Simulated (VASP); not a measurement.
# TiO2 (C2/c) in VASP: single point with PBEsol

Aim: the single point of TiO2 with PBEsol.

All numbers are computed with VASP 6.6.1; they aren't measurements. Logs are shortened: lines on timing, memory, paths and dates and some standing lists are left out, and cuts for length are marked.

## (1) The cell of the first run

The structure is monoclinic, space group C2/c (No. 15). Conventional cell: a = 5.412 Å, b = 5.413 Å, c = 5.472 Å, α = 90.00°, β = 118.77°, γ = 90.00°. Ti (site symmetry 2) has 6 O at 1.93 to 2.00 Å within 2.6 Å. O (site symmetry 1) has 3 Ti at 1.93 to 2.00 Å and 2 O at 2.50 Å within 2.6 Å.

## (2) Single point, PBEsol

Input file INCAR:

```
  PREC = Accurate
  ENCUT = 520
  EDIFF = 1E-7
  ISMEAR = 0
  SIGMA = 0.01
  LREAL = False
  LASPH = True
  NELM = 80
  ALGO = Normal
  ISIF = 2
  LWAVE = False
  LCHARG = False
  GGA = PS
  NBANDS = 33
```

Input file KPOINTS:

```
regular mesh
0
Gamma
  5 5 4
```

Input file POSCAR:

```
TiO2
1.0
    2.7060300000     -2.7066600000      0.0000000000
    2.7060300000      2.7066600000      0.0000000000
   -2.6335300000      0.0000000000      4.7966400000
Ti O
2 4
Direct
    0.1341100000      0.8658900000      0.2500000000
    0.8658900000      0.1341100000      0.7500000000
    0.3312200000      0.0887600000      0.6671500000
    0.6687800000      0.9112400000      0.3328500000
    0.9112400000      0.6687800000      0.8328500000
    0.0887600000      0.3312200000      0.1671500000
```

Potentials or basis: VASP PAW PBE potentials, release 64 (Ti_sv, O).

Started as:

```bash
$ cat potpaw_PBE.64/Ti_sv/POTCAR potpaw_PBE.64/O/POTCAR > POTCAR
$ mpirun -np 1 vasp_std > vasp.out
```

OUTCAR:

```text
PREC = Accurate
   ENCUT = 520
   EDIFF = 1E-7
   ISMEAR = 0
   LREAL = False
   LASPH = True
   NELM = 80
   ISIF = 2
   GGA = PS

 ion  position               nearest neighbor table
   1  0.134  0.866  0.250-   4 1.93   6 1.93   6 1.98   4 1.98   3 2.00   5 2.00
   2  0.866  0.134  0.750-   5 1.93   3 1.93   5 1.98   3 1.98   6 2.00   4 2.00
   3  0.331  0.089  0.667-   2 1.93   2 1.98   1 2.00
   4  0.669  0.911  0.333-   1 1.93   1 1.98   2 2.00
   5  0.911  0.669  0.833-   2 1.93   2 1.98   1 2.00
   6  0.089  0.331  0.167-   1 1.93   1 1.98   2 2.00

  LATTYP: Found a base centered monoclinic cell.
 ALAT       =     5.4120600000
 B/A-ratio  =     1.0002328134
 C/A-ratio  =     1.0110828889
 COS(beta)  =    -0.4812701284

  Lattice vectors:

 A1 = (   2.7060300000,  -2.7066600000,   0.0000000000)
 A2 = (   2.7060300000,   2.7066600000,   0.0000000000)
 A3 = (  -2.6335300000,   0.0000000000,   4.7966400000)

Analysis of symmetry for initial positions (statically):
=====================================================================
 Subroutine PRICEL returns:
 Original cell was already a primitive cell.

 Routine SETGRP: Setting up the symmetry group for a
 base centered monoclinic supercell.

 Subroutine GETGRP returns: Found  4 space group operations
 (whereof  2 operations were pure point group operations)
 out of a pool of  4 trial point group operations.

The static configuration has the point symmetry S_2 .
 The point group associated with its full space group is C_2h.

Analysis of symmetry for dynamics (positions and initial velocities):
=====================================================================
 Subroutine PRICEL returns:
 Original cell was already a primitive cell.

 Routine SETGRP: Setting up the symmetry group for a
 base centered monoclinic supercell.

 Subroutine GETGRP returns: Found  4 space group operations
 (whereof  2 operations were pure point group operations)
 out of a pool of  4 trial point group operations.

The dynamic configuration has the point symmetry S_2 .
 The point group associated with its full space group is C_2h.

 Subroutine INISYM returns: Found  4 space group operations
 (whereof  2 operations are pure point group operations),
 and found     1 'primitive' translations

----------------------------------------------------------------------------------------

                                     Primitive cell

[... 100 lines left out ...]
   EDIFFG = 0.1E-05   stopping-criterion for IOM
   NSW    =      0    number of steps for IOM
   IBRION =     -1    ionic relax: 0-MD 1-quasi-New 2-CG
   NFREE  =      0    steps in history (QN), initial steepest desc. (CG)
   ISIF   =      2    stress and relaxation
   ISYM   =      2    0-nonsym 1-usesym 2-fastsym
   POTIM  = 0.5000    time-step for ionic-motion
   TEBEG  =    0.0;   TEEND  =   0.0 temperature during run
   PSTRESS=    0.0 pullay stress
   NELECT =      48.0000    total number of electrons
   NUPDOWN=      -1.0000    fix difference up-down
   EMIN   =  10.00;   EMAX   =-10.00  energy-range for DOS
   EFERMI =   0.00;   METHOD = LEGACY
   ISMEAR =     0;   SIGMA  =   0.01  broadening in eV -4-tet -1-fermi 0-gaus
   EFERMI_NEDOS =   21; number of points for ismear=-14 and -15
   IALGO  =     38    algorithm
   IMIX   =      4    mixing-type and parameters
     AMIX     =   0.40;   BMIX     =  1.00
     AMIX_MAG =   1.60;   BMIX_MAG =  1.00
  volume/ion in A,a.u.               =      11.71        79.03
  Fermi-wavevector in a.u.,A,eV,Ry     =   1.441819  2.724643 28.284366  2.078842
  Thomas-Fermi vector in A             =   2.560409
   LORBIT       =      0    0 simple, 1 ext, 2 COOP (PROOUT), +10 PAW based schemes
   GGA     = PS    functional components
   LHFCALC =     F    Hartree Fock is set to
   AEXX    =    0.0000 exact exchange contribution
   IVDW    =     0    specifies the selected vdW correction
   LEPSILON=     F    determine dielectric tensor
   LRPA    =     F    only Hartree local field effects (RPA)
 non-spin polarized calculation
 Gauss-broadening in eV      SIGMA  =   0.01
  energy-cutoff  :      520.00
  volume of cell :       70.26
 maximum number of plane-waves:      1906
   NGX = 15   NGY = 15   NGZ = 21

 number of electron      47.9999994 magnetization

 Free energy of the ion-electron system (eV)
  ---------------------------------------------------
  ext. energy  EPLUGINS =         0.00000000
  ---------------------------------------------------
  free energy    TOTEN  =       -56.16155671 eV

  energy without entropy =      -56.16155671  energy(sigma->0) =      -56.16155671

 E-fermi :   3.0578     XC(G=0): -10.8611

 val. band max:        3.0101197519   @ k =  -0.4000   0.4000   0.0000
 cond. band min:       4.9951760041   @ k =   0.0000   0.0000   0.0000
 fundamental gap:      1.9850562522
 Fermi energy:         3.0578374232

 k-point     1 :       0.0000    0.0000    0.0000
  band No.  band energies     occupation
      1     -53.2523      2.00000
      2     -53.1978      2.00000
      3     -29.7944      2.00000
      4     -29.5739      2.00000
      5     -29.5734      2.00000
      6     -29.5109      2.00000
[... 853 lines left out ...]
     32       9.1302      0.00000
     33       9.2527      0.00000

 [... further k-points ...]

------------------------ aborting loop because EDIFF is reached ----------------------------------------

  FORCE on cell =-STRESS in cart. coord.  units (eV):
  Direction    XX          YY          ZZ          XY          YZ          ZX
  --------------------------------------------------------------------------------------
  -------------------------------------------------------------------------------------
  Total       -3.0686514     -3.0844990     -2.9548500      0.0000000      0.0000000     -0.1499827
  in kB      -69.9720666    -70.3334277    -67.3771423      0.0000000      0.0000000     -3.4199390
  external PRESSURE =     -69.2275456 kB  Pullay stress =       0.0000000 kB

 VOLUME and BASIS-vectors are now :
 -----------------------------------------------------------------------------
  energy-cutoff  :      520.00
  volume of cell :       70.26
      direct lattice vectors                 reciprocal lattice vectors
     2.706030000 -2.706660000  0.000000000     0.184772527 -0.184729519  0.101446844
     2.706030000  2.706660000  0.000000000     0.184772527  0.184729519  0.101446844
    -2.633530000  0.000000000  4.796640000     0.000000000  0.000000000  0.208479269

 POSITION                                       TOTAL-FORCE (eV/Angst)
 -----------------------------------------------------------------------------------
      2.04765      1.98068      1.19916         0.000000      0.059602      0.000000
      0.73088     -1.98068      3.59748         0.000000     -0.059602      0.000000
     -0.62048     -0.65626      3.20008         0.007913     -0.037186     -0.214988
      3.39901      0.65626      1.59656        -0.007913      0.037186      0.214988
      2.08225     -0.65626      3.99488        -0.007913     -0.037186      0.214988
      0.69628      0.65626      0.80176         0.007913      0.037186     -0.214988
 -----------------------------------------------------------------------------------
    total drift:                                0.000000      0.000000      0.000000

  FREE ENERGIE OF THE ION-ELECTRON SYSTEM (eV)
  ---------------------------------------------------
  free  energy   TOTEN  =       -56.1615567069 eV

  energy  without entropy=      -56.1615567069  energy(sigma->0) =      -56.16155671
```

stdout:

```text
POSCAR found type information on POSCAR TiO
 POSCAR found :  2 types and       6 ions
 scaLAPACK will be used
 -----------------------------------------------------------------------------
|                                                                             |
|                                                                             |
|     You enforced a specific xc type in the INCAR file but a different       |
|     I HOPE YOU KNOW WHAT YOU ARE DOING!                                     |
|                                                                             |
 -----------------------------------------------------------------------------

 LDA part: xc-table for (Slater+PW92), standard interpolation
 POSCAR, INCAR and KPOINTS ok, starting setup
 FFT: planning ... GRIDC
 FFT: planning ... GRID_SOFT
 FFT: planning ... GRID
 WAVECAR not read
 entering main loop
```

It took 95 s on 1 thread of Intel Xeon 8259CL, shared host; peak memory 0.21 GiB.

What came out:

```
Free energy            : -56.1616 eV
Pressure               : -6.9 GPa
Largest force          : 0.218 eV/Å
Band gap on the k mesh : 1.99 eV (least direct gap 2.34 eV)
```

Forces in eV/Å, atoms in the order of the input:
```
Ti   0.000  0.060  0.000
Ti   0.000 -0.060  0.000
O    0.008 -0.037 -0.215
O   -0.008  0.037  0.215
O   -0.008 -0.037  0.215
O    0.008  0.037 -0.215
```

Levels at points of the mesh, in eV from the valence-band top:
```
           k point  band 22  band 23  band 24  band 25  band 26  band 27
(0.00, 0.00, 0.00)    -0.74    -0.47    -0.46     1.99     2.72     3.76
(0.00, 0.00, 0.50)    -1.27    -0.15    -0.15     2.34     2.34     3.59
```

Caveat: the cell stands under tension; the PAW data sets were made with another functional, which shifts forces and pressure a little; an odd mesh through Γ misses points on the zone boundary, where band edges can lie.
